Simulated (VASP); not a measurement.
# MoS2 in VASP: further runs

The runs below take MoS2 through single point, with PBEsol.

All numbers are computed with VASP 6.6.1; they aren't measurements. Logs are shortened: lines on timing, memory, paths and dates and some standing lists are left out, and cuts for length are marked.

### 1 The cell of the first run

The cell holds a slab with vacuum, 3 atoms: a = 3.120 Å, b = 3.120 Å, c = 17.335 Å, α = 90.00°, β = 90.00°, γ = 120.00°.

### 2 Single point, PBEsol

File INCAR:

```
PREC = Accurate
ENCUT = 520
EDIFF = 1E-6
ISMEAR = 1
SIGMA = 0.1
LREAL = False
LASPH = True
NELM = 80
ALGO = Normal
ISIF = 2
LWAVE = False
LCHARG = True
GGA = PS
LELF = True
LVHAR = True
NBANDS = 20
```

File KPOINTS:

```
Automatic mesh
0
Gamma
  12 12 2
```

File POSCAR:

```
MoS2
1.0
    3.1204434800      0.0000000000      0.0000000000
   -1.5602217400      2.7023833200      0.0000000000
    0.0000000000      0.0000000000     17.3346000000
Mo S
1 2
Direct
    0.0000000000      0.0000000000      0.0000000000
    0.3333333333      0.6666666667      0.0894930000
    0.3333333333      0.6666666667      0.9105070000
```

Potentials or basis: VASP PAW PBE potentials, release 64 (Mo_sv, S).

Launch:

```
$ cat potpaw_PBE.64/Mo_sv/POTCAR potpaw_PBE.64/S/POTCAR > POTCAR
$ mpirun -np 1 vasp_std > vasp.out
```

OUTCAR:

```text
PREC = Accurate
   ENCUT = 520
   EDIFF = 1E-6
   ISMEAR = 1
   LREAL = False
   LASPH = True
   NELM = 80
   ISIF = 2
   GGA = PS

 ion  position               nearest neighbor table
   1  0.000  0.000  0.000-   2 2.38   3 2.38   2 2.38   3 2.38   2 2.38   3 2.38
   2  0.333  0.667  0.089-   1 2.38   1 2.38   1 2.38
   3  0.333  0.667  0.911-   1 2.38   1 2.38   1 2.38

  LATTYP: Found a hexagonal cell.
 ALAT       =     3.1204434800
 C/A-ratio  =     5.5551719206

  Lattice vectors:

 A1 = (   3.1204434800,   0.0000000000,   0.0000000000)
 A2 = (  -1.5602217400,   2.7023833200,   0.0000000000)
 A3 = (   0.0000000000,   0.0000000000,  17.3346000000)

Analysis of symmetry for initial positions (statically):
=====================================================================
 Subroutine PRICEL returns:
 Original cell was already a primitive cell.

 Routine SETGRP: Setting up the symmetry group for a
 hexagonal supercell.

 Subroutine GETGRP returns: Found 12 space group operations
 (whereof 12 operations were pure point group operations)
 out of a pool of 24 trial point group operations.

The static configuration has the point symmetry D_3h.

Analysis of symmetry for dynamics (positions and initial velocities):
=====================================================================
 Subroutine PRICEL returns:
 Original cell was already a primitive cell.

 Routine SETGRP: Setting up the symmetry group for a
 hexagonal supercell.

 Subroutine GETGRP returns: Found 12 space group operations
 (whereof 12 operations were pure point group operations)
 out of a pool of 24 trial point group operations.

The dynamic configuration has the point symmetry D_3h.

 Subroutine INISYM returns: Found 12 space group operations
 (whereof 12 operations are pure point group operations),
 and found     1 'primitive' translations

----------------------------------------------------------------------------------------

                                     Primitive cell

  volume of cell :     146.1763

  direct lattice vectors                    reciprocal lattice vectors
     3.120443480  0.000000000  0.000000000     0.320467269  0.185021864  0.000000000
    -1.560221740  2.702383320  0.000000000     0.000000000  0.370043729  0.000000000
     0.000000000  0.000000000 17.334600000     0.000000000  0.000000000  0.057688092

  length of vectors
     3.120443480  3.120443476 17.334600000     0.370043728  0.370043729  0.057688092

  position of ions in fractional coordinates (direct lattice)
     0.000000000  0.000000000  0.000000000
     0.333333333  0.666666667  0.089493000
     0.333333333  0.666666667  0.910507000

  ion indices of the primitive-cell ions
   primitive index   ion index
                 1           1
                 2           2
                 3           3

----------------------------------------------------------------------------------------

 KPOINTS: Automatic mesh

Automatic generation of k-mesh.
 Grid dimensions read from file:
 generate k-points for:   12   12    2

 Generating k-lattice:

  Cartesian coordinates                     Fractional coordinates (reciprocal lattice)
     0.026705606  0.015418489  0.000000000     0.083333333  0.000000000  0.000000000
     0.000000000  0.030836977  0.000000000     0.000000000  0.083333333  0.000000000
     0.000000000  0.000000000  0.028844046     0.000000000  0.000000000  0.500000000

  Length of vectors
     0.030836977  0.030836977  0.028844046

  Shift w.r.t. Gamma in fractional coordinates (k-lattice)
     0.000000000  0.000000000  0.000000000

 Subroutine IBZKPT returns following result:
 ===========================================

 Found     38 irreducible k-points:

 Following reciprocal coordinates:
            Coordinates               Weight
  0.000000  0.000000  0.000000      1.000000
  0.083333  0.000000  0.000000      6.000000
  0.166667  0.000000  0.000000      6.000000
  0.250000  0.000000  0.000000      6.000000
  0.333333  0.000000  0.000000      6.000000
  0.416667  0.000000  0.000000      6.000000
[... 16 lines left out ...]
  0.250000  0.000000  0.500000      6.000000
  0.333333  0.000000  0.500000      6.000000
 [... further k-points ...]
   k-points           NKPTS =     38   k-points in BZ     NKDIM =     38   number of bands    NBANDS=     20
   number of dos      NEDOS =    301   number of ions     NIONS =      3
   total plane-waves  NPLWV =  80640
   dimension x,y,z NGX =    24 NGY =   24 NGZ =  140
   dimension x,y,z NGXF=    48 NGYF=   48 NGZF=  280
   ions per type =               1   2
   NGX,Y,Z   is equivalent  to a cutoff of  12.79, 12.79, 13.43 a.u.
   NGXF,Y,Z  is equivalent  to a cutoff of  25.57, 25.57, 26.85 a.u.
 SYSTEM =  unknown system
   PREC   = accura    normal or accurate (medium, high low for compatibility)
   ISTART =      0    job   : 0-new  1-cont  2-samecut
   ICHARG =      2    charge: 1-file 2-atom 10-const
   ISPIN  =      1    spin polarized calculation?
[... 36 lines left out ...]
 non-spin polarized calculation
 Methfessel and Paxton  Order N= 1 SIGMA  =   0.10
  energy-cutoff  :      520.00
  volume of cell :      146.18
 maximum number of plane-waves:      3972
 NGX is ok and might be reduce to    24
   NGX = 11   NGY = 11   NGZ = 65

 number of electron      26.0000000 magnetization

 Free energy of the ion-electron system (eV)
  ---------------------------------------------------
  ext. energy  EPLUGINS =         0.00000000
  ---------------------------------------------------
  free energy    TOTEN  =       -23.41694553 eV

  energy without entropy =      -23.41713176  energy(sigma->0) =      -23.41700761

 E-fermi :  -1.2232     XC(G=0):  -4.4865

 val. band max:       -1.2978382333   @ k =   0.3333   0.3333   0.5000
 cond. band min:       0.5681371861   @ k =   0.3333   0.3333   0.0000
 fundamental gap:      1.8659754194
 Fermi energy:        -1.2231573804

 k-point     1 :       0.0000    0.0000    0.0000
  band No.  band energies     occupation
      1     -61.9645      2.00000
      2     -36.1964      2.00000
      3     -35.9076      2.00000
      4     -35.9076      2.00000
      5     -15.6148      2.00000
      6     -14.2138      2.00000
[... 12 lines left out ...]
     19       4.4618      0.00000
     20       5.1152      0.00000

 k-point     2 :       0.0833    0.0000    0.0000
  band No.  band energies     occupation
      1     -61.9612      2.00000
      2     -36.1900      2.00000
      3     -35.9398      2.00000
      4     -35.9148      2.00000
      5     -15.5015      2.00000
      6     -14.1684      2.00000
[... 12 lines left out ...]
     19       4.6024      0.00000
     20       5.4980      0.00000

 k-point     3 :       0.1667    0.0000    0.0000
  band No.  band energies     occupation
      1     -61.9521      2.00000
      2     -36.1725      2.00000
      3     -36.0269      2.00000
      4     -35.9346      2.00000
      5     -15.1790      2.00000
      6     -14.0393      2.00000
[... 12 lines left out ...]
     19       5.0106      0.00000
     20       5.9964      0.00000

 k-point     4 :       0.2500    0.0000    0.0000
  band No.  band energies     occupation
      1     -61.9397      2.00000
      2     -36.1485      2.00000
      3     -36.1441      2.00000
      4     -35.9614      2.00000
      5     -14.6999      2.00000
      6     -13.8491      2.00000
[... 12 lines left out ...]
     19       5.6351      0.00000
     20       6.5591      0.00000

 k-point     5 :       0.3333    0.0000    0.0000
  band No.  band energies     occupation
      1     -61.9272      2.00000
      2     -36.2592      2.00000
      3     -36.1244      2.00000
      4     -35.9880      2.00000
      5     -14.1577      2.00000
      6     -13.6391      2.00000
[... 12 lines left out ...]
     19       6.2616      0.00000
     20       6.7570      0.00000
[... 353 lines left out ...]
      6     -14.1684      2.00000
[... 12 lines left out ...]
     19       4.5088      0.00000
     20       5.7217      0.00000

 k-point    22 :       0.1667    0.0000    0.5000
  band No.  band energies     occupation
      1     -61.9521      2.00000
      2     -36.1725      2.00000
      3     -36.0269      2.00000
      4     -35.9346      2.00000
      5     -15.1791      2.00000
      6     -14.0393      2.00000
[... 12 lines left out ...]
     19       4.9328      0.00000
     20       6.1199      0.00000

 k-point    23 :       0.2500    0.0000    0.5000
  band No.  band energies     occupation
      1     -61.9397      2.00000
      2     -36.1485      2.00000
      3     -36.1441      2.00000
      4     -35.9614      2.00000
      5     -14.6999      2.00000
      6     -13.8491      2.00000
[... 12 lines left out ...]
     19       5.5117      0.00000
     20       6.7076      0.00000

 k-point    24 :       0.3333    0.0000    0.5000
  band No.  band energies     occupation
      1     -61.9272      2.00000
      2     -36.2592      2.00000
      3     -36.1244      2.00000
      4     -35.9880      2.00000
      5     -14.1577      2.00000
      6     -13.6391      2.00000
[... 12 lines left out ...]
     19       6.2031      0.00000
     20       6.7761      0.00000

 [... further k-points ...]
[... 5 lines left out ...]
  --------------------------------------------------------------------------------------
  -------------------------------------------------------------------------------------
  Total        0.9092783      0.9092783      0.8565953     -0.0000000      0.0000000      0.0000000
  in kB        9.9662160      9.9662160      9.3887804     -0.0000000      0.0000000      0.0000000
  external PRESSURE =       9.7737375 kB  Pullay stress =       0.0000000 kB

 VOLUME and BASIS-vectors are now :
 -----------------------------------------------------------------------------
  energy-cutoff  :      520.00
  volume of cell :      146.18
      direct lattice vectors                 reciprocal lattice vectors
     3.120443480  0.000000000  0.000000000     0.320467269  0.185021864  0.000000000
    -1.560221740  2.702383320  0.000000000     0.000000000  0.370043729  0.000000000
     0.000000000  0.000000000 17.334600000     0.000000000  0.000000000  0.057688092

 POSITION                                       TOTAL-FORCE (eV/Angst)
 -----------------------------------------------------------------------------------
      0.00000      0.00000      0.00000         0.000000      0.000000      0.000000
     -0.00000      1.80159      1.55133        -0.000000      0.000000      0.283880
     -0.00000      1.80159     15.78327         0.000000     -0.000000     -0.283880
 -----------------------------------------------------------------------------------
    total drift:                                0.000000     -0.000000     -0.000000

  FREE ENERGIE OF THE ION-ELECTRON SYSTEM (eV)
  ---------------------------------------------------
  free  energy   TOTEN  =       -23.4169455330 eV

  energy  without entropy=      -23.4171317633  energy(sigma->0) =      -23.41700761
```

It took 3.6 min on 1 thread of Intel Xeon 8259CL, shared host; peak memory 0.32 GiB.

What came out:

```
Free energy            : -23.4169 eV
Largest force          : 0.284 eV/Å
Band gap on the k mesh : 1.87 eV, direct
```

Forces in eV/Å, atoms in the order of the input:
```
Mo   0.000  0.000  0.000
S    0.000  0.000  0.284
S    0.000  0.000 -0.284
```

Caveat: the PAW data sets were made with another functional, which shifts forces and pressure a little.

### 3 Single point, PBEsol

This run uses another cell than the first one, of 49.72 Å³/atom, 1.021 times its volume.

File INCAR:

```
SYSTEM = MoS2
PREC = Accurate
ENCUT = 520
EDIFF = 1E-7
ISMEAR = 1
SIGMA = 0.1
LREAL = .FALSE.
LASPH = .TRUE.
NELM = 60
ALGO = Normal
ISIF = 2
LWAVE = .FALSE.
LCHARG = .FALSE.
GGA = PS
NBANDS = 20
```

File KPOINTS:

```
regular mesh
0
G
  12 12 2
  0 0 0
```

File POSCAR:

```
MoS2
1.0
    3.1522847400      0.0000000000      0.0000000000
   -1.5761423700      2.7299586600      0.0000000000
    0.0000000000      0.0000000000     17.3346000000
Mo S
1 2
Direct
    0.0000000000      0.0000000000      0.0000000000
    0.3333333333      0.6666666667      0.0894930000
    0.3333333333      0.6666666667      0.9105070000
```

Potentials or basis: VASP PAW PBE potentials, release 64 (Mo_sv, S).

Launch:

```
$ cat potpaw_PBE.64/Mo_sv/POTCAR potpaw_PBE.64/S/POTCAR > POTCAR
$ mpirun -np 1 vasp_std > vasp.out
```

It took 3.9 min on 1 thread of Intel Xeon 8259CL, shared host; peak memory 0.32 GiB.

The run converged. Its results:

* Free energy: -23.4235 eV
* Largest force: 0.066 eV/Å
* Band gap on the k mesh: 1.76 eV, direct

Forces in eV/Å, atoms in the order of the input:
```
Mo   0.000  0.000  0.000
S    0.000  0.000  0.066
S    0.000  0.000 -0.066
```

Levels at points of the mesh, in eV from the valence-band top:
| k point | band 9 | band 10 | band 11 | band 12 | band 13 | band 14 | band 15 | band 16 | band 17 | band 18 |
| --- | --- | --- | --- | --- | --- | --- | --- | --- | --- | --- |
| (0.00, 0.00, 0.00) | -2.65 | -1.79 | -1.49 | -1.49 | -0.01 | 2.88 | 2.88 | 3.17 | 3.17 | 5.48 |
| (0.50, 0.00, 0.00) | -4.15 | -3.21 | -1.88 | -0.91 | -0.64 | 2.37 | 2.90 | 3.98 | 4.50 | 6.21 |
| (0.00, 0.00, 0.50) | -2.65 | -1.79 | -1.49 | -1.49 | -0.01 | 2.88 | 2.88 | 3.17 | 3.17 | 5.60 |
| (0.50, 0.00, 0.50) | -4.15 | -3.21 | -1.88 | -0.91 | -0.64 | 2.37 | 2.90 | 3.98 | 4.50 | 6.21 |

Caveat: the PAW data sets were made with another functional, which shifts forces and pressure a little.

### 4 Single point, PBEsol

This run uses another cell than the first one, of 50.73 Å³/atom, 1.041 times its volume.

File INCAR:

```
SYSTEM = MoS2
PREC = Accurate
ENCUT = 520
EDIFF = 1E-7
ISMEAR = 1
SIGMA = 0.1
LREAL = .False.
LASPH = .True.
NELM = 60
ALGO = Normal
ISIF = 2
LWAVE = .False.
LCHARG = .False.
GGA = PS
NBANDS = 20
```

File KPOINTS:

```
Automatic mesh
0
Gamma
  12 12 2
  0 0 0
```

File POSCAR:

```
MoS2
1.0
    3.1841260000      0.0000000000      0.0000000000
   -1.5920630000      2.7575340000      0.0000000000
    0.0000000000      0.0000000000     17.3346000000
Mo S
1 2
Direct
    0.0000000000      0.0000000000      0.0000000000
    0.3333333333      0.6666666667      0.0894930000
    0.3333333333      0.6666666667      0.9105070000
```

Launch:

```
$ cat potpaw_PBE.64/Mo_sv/POTCAR potpaw_PBE.64/S/POTCAR > POTCAR
$ mpirun -np 1 vasp_std > vasp.out
```

Wall time 4.1 min (1 thread of Intel Xeon 8259CL, shared host); peak memory 0.32 GiB.

The run converged. Its results:

```yaml
Free_energy: -23.4068 eV
Largest_force: 0.148 eV/Å
Band_gap_on_the_k_mesh: 1.60 eV, indirect (least direct gap 1.66 eV)
```

Forces in eV/Å, atoms in the order of the input:
```
Mo   0.000  0.000  0.000
S    0.000  0.000 -0.148
S    0.000  0.000  0.148
```

Levels at points of the mesh, in eV from the valence-band top:
```csv
k point,band 9,band 10,band 11,band 12,band 13,band 14,band 15,band 16,band 17,band 18
"(0.00, 0.00, 0.00)",-2.71,-1.77,-1.58,-1.58,0.00,2.74,2.74,3.03,3.03,5.41
"(0.50, 0.00, 0.00)",-4.14,-3.24,-1.87,-1.03,-0.68,2.20,2.73,3.85,4.34,6.09
"(0.00, 0.00, 0.50)",-2.71,-1.77,-1.58,-1.58,0.00,2.74,2.74,3.03,3.03,5.52
"(0.50, 0.00, 0.50)",-4.14,-3.24,-1.87,-1.03,-0.68,2.20,2.73,3.85,4.34,6.09
```

Caveat: the PAW data sets were made with another functional, which shifts forces and pressure a little.

### 5 Single point, PBEsol

This run uses another cell than the first one, of 51.75 Å³/atom, 1.062 times its volume.

File INCAR:

```
SYSTEM = MoS2
  PREC = Accurate
  ENCUT = 520
  EDIFF = 1E-7
  ISMEAR = 1
  SIGMA = 0.1
  LREAL = .False.
  LASPH = .True.
  NELM = 100
  ALGO = Normal
  ISIF = 2
  LWAVE = .False.
  LCHARG = .False.
  GGA = PS
  NBANDS = 20
```

File KPOINTS:

```
regular mesh
0
Gamma
  12 12 2
  0 0 0
```

File POSCAR:

```
MoS2
1.0
    3.2159672600      0.0000000000      0.0000000000
   -1.6079836300      2.7851093400      0.0000000000
    0.0000000000      0.0000000000     17.3346000000
Mo S
1 2
Direct
    0.0000000000      0.0000000000      0.0000000000
    0.3333333333      0.6666666667      0.0894930000
    0.3333333333      0.6666666667      0.9105070000
```

Launch:

```
$ cat potpaw_PBE.64/Mo_sv/POTCAR potpaw_PBE.64/S/POTCAR > POTCAR
$ mpirun -np 1 vasp_std > vasp.out
```

Wall time 4 min (1 thread of Intel Xeon 8259CL, shared host); peak memory 0.32 GiB.

The run converged. Its results:

```yaml
Free_energy: -23.3685 eV
Largest_force: 0.338 eV/Å
Band_gap_on_the_k_mesh: 1.43 eV, indirect (least direct gap 1.57 eV)
```

Forces on the atoms (eV/Å):
```
Mo   0.000  0.000  0.000
S    0.000  0.000 -0.338
S    0.000  0.000  0.338
```

Levels at points of the mesh, in eV from the valence-band top:
```tsv
k point	band 11	band 12	band 13	band 14	band 15	band 16
(0.00, 0.00, 0.00)	-1.67	-1.67	0.00	2.59	2.59	2.88
(0.50, 0.00, 0.00)	-1.88	-1.15	-0.73	2.03	2.55	3.72
(0.00, 0.00, 0.50)	-1.67	-1.67	0.00	2.59	2.59	2.88
(0.50, 0.00, 0.50)	-1.88	-1.15	-0.73	2.03	2.55	3.72
```

Caveat: the PAW data sets were made with another functional, which shifts forces and pressure a little.

### 6 Single point, PBEsol

This run uses another cell than the first one, of 52.78 Å³/atom, 1.083 times its volume.

File INCAR:

```
SYSTEM = MoS2
ALGO = Normal
EDIFF = 1E-6
ENCUT = 520
GGA = PS
ISIF = 2
ISMEAR = 1
LASPH = .TRUE.
LCHARG = .FALSE.
LREAL = .FALSE.
LWAVE = .FALSE.
NBANDS = 20
NELM = 80
PREC = Accurate
SIGMA = 0.1
```

File KPOINTS:

```
k-points
0
G
  12 12 2
  0 0 0
```

File POSCAR:

```
MoS2
1.0
    3.2478085200      0.0000000000      0.0000000000
   -1.6239042600      2.8126846800      0.0000000000
    0.0000000000      0.0000000000     17.3346000000
Mo S
1 2
Direct
    0.0000000000      0.0000000000      0.0000000000
    0.3333333333      0.6666666667      0.0894930000
    0.3333333333      0.6666666667      0.9105070000
```

Potentials or basis: VASP PAW PBE potentials, release 64 (Mo_sv, S).

Launch:

```
$ cat potpaw_PBE.64/Mo_sv/POTCAR potpaw_PBE.64/S/POTCAR > POTCAR
$ mpirun -np 1 vasp_std > vasp.out
```

Wall time 3.8 min (1 thread of Intel Xeon 8259CL, shared host); peak memory 0.32 GiB.

Results (log left out):

- Free energy: -23.3100 eV
- Largest force: 0.513 eV/Å
- Band gap on the k mesh: 1.27 eV, indirect (least direct gap 1.49 eV)

Forces on the atoms (eV/Å):
```
Mo   0.000  0.000  0.000
S    0.000  0.000 -0.513
S    0.000  0.000  0.513
```

Levels at points of the mesh, in eV from the valence-band top:
```
           k point  band 11  band 12  band 13  band 14  band 15  band 16
(0.00, 0.00, 0.00)    -1.76    -1.74     0.00     2.45     2.45     2.73
(0.50, 0.00, 0.00)    -1.88    -1.26    -0.76     1.87     2.38     3.59
(0.00, 0.00, 0.50)    -1.76    -1.74     0.00     2.45     2.45     2.73
(0.50, 0.00, 0.50)    -1.88    -1.26    -0.76     1.87     2.38     3.59
```

Caveat: the PAW data sets were made with another functional, which shifts forces and pressure a little.

### 7 The runs side by side

```csv
cell,gap on the mesh (eV),largest force (eV/Å)
"a = 3.120, b = 3.120, c = 17.335 Å, angles 90.0, 90.0, 120.0°, 3 atoms",1.87,0.28
"a = 3.152, b = 3.152, c = 17.335 Å, angles 90.0, 90.0, 120.0°, 3 atoms",1.76,0.07
"a = 3.184, b = 3.184, c = 17.335 Å, angles 90.0, 90.0, 120.0°, 3 atoms",1.60,0.15
"a = 3.216, b = 3.216, c = 17.335 Å, angles 90.0, 90.0, 120.0°, 3 atoms",1.43,0.34
"a = 3.248, b = 3.248, c = 17.335 Å, angles 90.0, 90.0, 120.0°, 3 atoms",1.27,0.51
```

Alike in all rows: task single point; level PBEsol; potentials or basis VASP PAW PBE potentials, release 64 (Mo_sv, S); no spin polarisation; k mesh 12 × 12 × 2; cutoff (eV) 520; smearing methfessel-paxton 0.1 eV.

Caveats: the PAW data sets were made with another functional, which shifts forces and pressure a little.

Total energies depend on the potentials used, so only differences within one code and one set of settings carry meaning.
